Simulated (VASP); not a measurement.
**Y3Ir: single point with PBE**

The system is Y3Ir.

```
Y Ir
1.0
     7.26138    0.00000    0.00000
     0.00000    9.28459    0.00000
     0.00000    0.00000    6.45822
Y Ir
12 4
Cartesian
  0.2778 2.3211 4.0735
  6.9836 6.9634 2.3847
  3.3529 6.9634 0.8444
  3.9085 2.3211 5.6138
  1.2642 0.5998 1.1415
  5.9972 8.6848 5.3167
  2.3665 8.6848 4.3707
  5.9972 5.2421 5.3167
  4.8949 0.5998 2.0876
  1.2642 4.0425 1.1415
  4.8949 4.0425 2.0876
  2.3665 5.2421 4.3707
  2.7968 2.3211 2.9802
  4.4646 6.9634 3.4780
  0.8339 6.9634 6.2093
  6.4275 2.3211 0.2489
```

```
Program                : VASP 6.6.1
Task                   : single point
Functional             : PBE
Potentials or basis    : VASP PAW PBE potentials, release 64 (Y_sv, Ir)
Cutoff                 : 520 eV
k mesh                 : 4 × 2 × 4
Occupations            : gaussian, width 0.1 eV
Spin                   : no spin polarisation
Dipole correction      : no
Further INCAR settings : LREAL = Auto; ALGO = Normal; EDIFF = 1e-06; NBANDS = 98
```

```
Pressure               : -0.1 GPa
Largest force          : 0.113 eV/Å
Band gap on the k mesh : zero (band 84 reaches 4.15 eV, above the bottom of band 85 at 4.00 eV)
```

Forces on the atoms (eV/Å):
```
Y   -0.094  0.000  0.052
Y    0.094  0.000 -0.052
Y    0.094  0.000  0.052
Y   -0.094  0.000 -0.052
Y    0.053 -0.078 -0.030
Y   -0.053  0.078  0.030
Y   -0.053  0.078 -0.030
Y   -0.053 -0.078  0.030
Y    0.053 -0.078  0.030
Y    0.053  0.078 -0.030
Y    0.053  0.078  0.030
Y   -0.053 -0.078 -0.030
Ir   0.004  0.000 -0.113
Ir  -0.004  0.000  0.113
Ir  -0.004  0.000 -0.113
Ir   0.004  0.000  0.113
```

Stress tensor (GPa, compression positive):
```
-0.04  0.00  0.00
 0.00 -0.18  0.00
 0.00  0.00 -0.08
```

Levels at points of the mesh, in eV from the Fermi level:
```tsv
k point	band 80	band 81	band 82	band 83	band 84	band 85	band 86	band 87	band 88	band 89
(0.00, 0.00, 0.00)	-0.47	-0.42	-0.21	-0.13	-0.09	-0.01	0.06	0.18	0.24	0.25
(0.50, 0.00, 0.00)	-0.63	-0.41	-0.41	0.07	0.07	0.10	0.10	0.32	0.32	0.33
(0.00, 0.50, 0.00)	-0.63	-0.41	-0.41	-0.09	-0.09	-0.09	-0.09	0.11	0.11	0.56
(0.50, 0.50, 0.00)	-0.75	-0.16	-0.16	-0.16	-0.16	0.25	0.25	0.25	0.25	0.55
(0.00, 0.00, 0.50)	-0.65	-0.47	-0.47	-0.27	-0.27	0.15	0.15	0.20	0.20	0.51
(0.50, 0.00, 0.50)	-0.90	-0.55	-0.55	0.02	0.02	0.33	0.33	0.48	0.48	0.57
(0.00, 0.50, 0.50)	-1.02	-0.50	-0.50	-0.25	-0.25	0.02	0.02	0.37	0.37	0.59
(0.50, 0.50, 0.50)	-1.08	-0.21	-0.21	-0.21	-0.21	0.30	0.30	0.30	0.30	0.71
```

Wall time 48 min on 1 thread of AMD EPYC 7R43 64-Core Processor (Zen 3), on a shared host, peak memory 0.69 GiB.

Caveat: spin-orbit coupling is left out, which moves the levels of the heavy elements.
